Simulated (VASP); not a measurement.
Here is a VASP 6.6.1 calculation.

INCAR

```
SYSTEM = Ta2N
PREC = Accurate
ENCUT = 520
EDIFF = 1E-7
ISMEAR = 0
SIGMA = 0.1
LREAL = .FALSE.
LASPH = .TRUE.
NELM = 100
ALGO = Normal
ISIF = 2
LWAVE = .FALSE.
LCHARG = .FALSE.
GGA = PS
NBANDS = 50
```

The input KPOINTS:

```
Automatic mesh
0
G
  12 12 8
  0 0 0
```

POSCAR

```
Ta2N
1.0
    5.1361652445      0.0000000000      0.0000000000
   -2.5680826222      4.4480495798      0.0000000000
    0.0000000000      0.0000000000      4.8062412151
Ta N
6 3
Direct
    0.6661545461      0.6661545461      0.7537256424
    0.0000000000      0.3338454539      0.7537256424
    0.3338454539      0.0000000000      0.7537256424
    0.3338454539      0.3338454539      0.2462743576
    0.0000000000      0.6661545461      0.2462743576
    0.6661545461      0.0000000000      0.2462743576
    0.6666666667      0.3333333333      0.5000000000
    0.3333333333      0.6666666667      0.5000000000
    0.0000000000      0.0000000000      0.0000000000
```

Potentials or basis: VASP PAW PBE potentials, release 64 (Ta_pv, N).

Launch:

```bash
$ cat potpaw_PBE.64/Ta_pv/POTCAR potpaw_PBE.64/N/POTCAR > POTCAR
$ mpirun -np 1 vasp_std > vasp.out
```

What does it give for the band gap on the k mesh?

Zero (an odd number of electrons rules out a gap without spin polarisation).

What does it give for the pressure?

25.9 GPa.

Predict the largest force.

0.020 eV/Å.

Forces in eV/Å, atoms in the order of the input:
```
Ta  -0.001 -0.002  0.020
Ta  -0.001  0.002  0.020
Ta   0.003  0.000  0.020
Ta   0.001  0.002 -0.020
Ta   0.001 -0.002 -0.020
Ta  -0.003  0.000 -0.020
N    0.000  0.000  0.000
N    0.000  0.000  0.000
N    0.000  0.000  0.000
```

Caveat: the cell stands under pressure; the PAW data sets were made with another functional, which shifts forces and pressure a little; spin-orbit coupling is left out, which moves the levels of the heavy elements.
